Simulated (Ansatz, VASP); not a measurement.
## Sb2Pt in VASP and in Ansatz

```xyz
12
Lattice="6.4400 0.0000 0.0000 0.0000 6.4400 0.0000 0.0000 0.0000 6.4400" Properties=species:S:1:pos:R:3 pbc="T T T"
Sb    2.4116    2.4116    2.4116
Sb    0.8084    4.0284    5.6316
Sb    5.6316    0.8084    4.0284
Sb    4.0284    5.6316    0.8084
Sb    4.0284    4.0284    4.0284
Sb    5.6316    2.4116    0.8084
Sb    0.8084    5.6316    2.4116
Sb    2.4116    0.8084    5.6316
Pt    0.0000    0.0000    0.0000
Pt    3.2200    0.0000    3.2200
Pt    3.2200    3.2200    0.0000
Pt    0.0000    3.2200    3.2200
```

Alike in both runs: functional PBE; k mesh 5 × 5 × 5; occupations fermi-dirac, width 0.05 eV; no spin polarisation.

Ansatz relaxed the structure, and its values are those at the end. VASP's run is a single point on that final structure, the one shown.

```csv
,VASP,Ansatz
version,VASP 6.6.1,Ansatz 0.2.0
potentials or method,"VASP PAW PBE potentials, release 64 (Sb, Pt)","plane-wave PAW, scalar-relativistic"
plane-wave cutoff (eV),520,420
valence electrons in the cell,80,192
```

|  | VASP | Ansatz | Ansatz less VASP |
| --- | --- | --- | --- |
| pressure (GPa) | 5.8 | 6.2 | +0.37 |
| rms of the force components (eV/Å) | 0.017 | 0.002 | -0.0152 |

VASP's potentials hold 80 valence electrons a cell and Ansatz's 192, so a difference there can come from the potentials and not from the codes. Ansatz's warnings: stress scf threshold loose.

Neither program's run includes spin-orbit coupling.
